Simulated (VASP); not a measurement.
TlB8, 9 atoms in the cell. Symmetry: I4/mmm, No. 139, tetragonal system. The conventional cell has a = 7.573 Å, b = 7.573 Å, c = 3.012 Å, α = 90.00°, β = 90.00°, γ = 90.00°. Within 3.4 Å of Tl (site symmetry 4/mmm) lie 16 B at 2.39 to 3.32 Å and 2 Tl at 3.01 Å. B (site symmetry m2m) has 4 B at 1.61 to 2.08 Å within 2.1 Å. B (site symmetry m2m) has 7 B at 1.78 to 2.08 Å within 2.4 Å. 

```yaml
Program: VASP 6.6.1
Task: single point
Functional: PBE
Potentials_or_basis: VASP PAW PBE potentials, release 64 (Tl_d, B)
Cutoff: 500 eV
k_mesh: 14 × 14 × 14
Occupations: gaussian, width 0.1 eV
Spin: no spin polarisation
Dipole_correction: no
Further_INCAR_settings: ALGO = Normal; EDIFF = 1e-06; NBANDS = 28
```

Potentials or basis: VASP PAW PBE potentials, release 64 (Tl_d, B).

The run is started by

```bash
$ cat potpaw_PBE.64/Tl_d/POTCAR potpaw_PBE.64/B/POTCAR > POTCAR
$ mpirun -np 1 vasp_std > vasp.out
```

Hardware: 1 thread of Intel Xeon 8259CL, on a shared host.

Question: How long does it take, and how much memory?

Answer: Wall time 22 min on 1 thread of Intel Xeon 8259CL (shared host), peak memory 0.59 GiB. Counts: scf iterations 14, k points 244.
